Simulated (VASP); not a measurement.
The system is NaCl.

```xyz
2
Lattice="0.0000 2.8471 2.8471 2.8471 0.0000 2.8471 2.8471 2.8471 0.0000" Properties=species:S:1:pos:R:3 pbc="T T T"
Na    0.0000    0.0000    0.0000
Cl    2.8471    2.8471    2.8471
```

- Program: VASP 6.6.1
- Task: relaxation of cell and atoms
- Functional: PBE
- Dispersion: D3(BJ)
- Potentials or basis: VASP PAW PBE potentials, release 64 (Na_pv, Cl)
- Cutoff: 600 eV
- k mesh: 8 × 8 × 8
- Occupations: gaussian, width 0.02 eV
- Spin: no spin polarisation

At the start: pressure -1.5 GPa; volume 23.08 Å³/atom.

Task: How do energy, volume and symmetry change on relaxing?

Result: Over 4 steps the energy falls by 6.7 meV/atom and the volume is 21.72 Å³/atom (-5.9 %); space group Fm-3m (No. 225, to 0.05 Å).

The path:
| step | energy change (eV) | largest force (eV/Å) | pressure (GPa) | volume (Å³) |
| --- | --- | --- | --- | --- |
| 1 | 0.0000 | 0.0000 | -1.48 | 46.16 |
| 2 | -0.0101 | 0.0000 | -0.77 | 44.74 |
| 3 | -0.0133 | 0.0000 | -0.14 | 43.66 |
| 4 | -0.0135 | 0.0000 | 0.03 | 43.44 |

Final structure:
```cif
data_structure
_symmetry_space_group_name_H-M 'P 1'
_symmetry_Int_Tables_number 1
_cell_length_a 3.9457
_cell_length_b 3.9457
_cell_length_c 3.9457
_cell_angle_alpha 60.000
_cell_angle_beta 60.000
_cell_angle_gamma 60.000
_cell_volume 43.44
loop_
_atom_site_label
_atom_site_type_symbol
_atom_site_fract_x
_atom_site_fract_y
_atom_site_fract_z
_atom_site_occupancy
Na1 Na 0.00000 0.00000 0.00000 1
Cl1 Cl 0.50000 0.50000 0.50000 1
```
